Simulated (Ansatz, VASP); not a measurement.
# One calculation of PtS2, two programs

```
Pt S
1.0
     3.54320    0.00000    0.00000
    -1.77160    3.06850    0.00000
     0.00000    0.00000    5.03880
Pt S
1 2
Direct
  0.00000 0.00000 0.00000
  0.66667 0.33333 0.77300
  0.33333 0.66667 0.22700
```

Alike in both runs: functional r2SCANh; k mesh 5 × 5 × 3; occupations fermi-dirac, width 0.05 eV; no spin polarisation.

```csv
,VASP,Ansatz
version,VASP 6.6.1,Ansatz 0.2.0
potentials or method,"VASP PAW PBE potentials, release 64 (Pt, S)",Ansatz PAW
plane-wave cutoff (eV),520,500
valence electrons in the cell,22,30
task,single point,band structure
```

```csv
,VASP,Ansatz,Ansatz less VASP
gap on the k mesh at the Fermi level (eV),1.95,1.95,+0.003
least direct gap on the mesh (eV),2.14,2.13,-0.004
pressure (GPa),7.7,7.8,+0.15
"traceless stress, the component that is largest in VASP (GPa)",0.62,0.65,+0.031
rms of the force components (eV/Å),0.515,0.517,+0.0019
```

VASP's potentials were made for PBE, not for r2SCANh. Atom by atom the forces differ by 0.002 eV/Å (rms over components). VASP's potentials hold 22 valence electrons a cell and Ansatz's 30, so a difference there can come from the potentials and not from the codes.

Spin-orbit coupling is off throughout. Noted on Ansatz's run: the k mesh misses the band edges, so the gap on the mesh is wider than the one along the path.
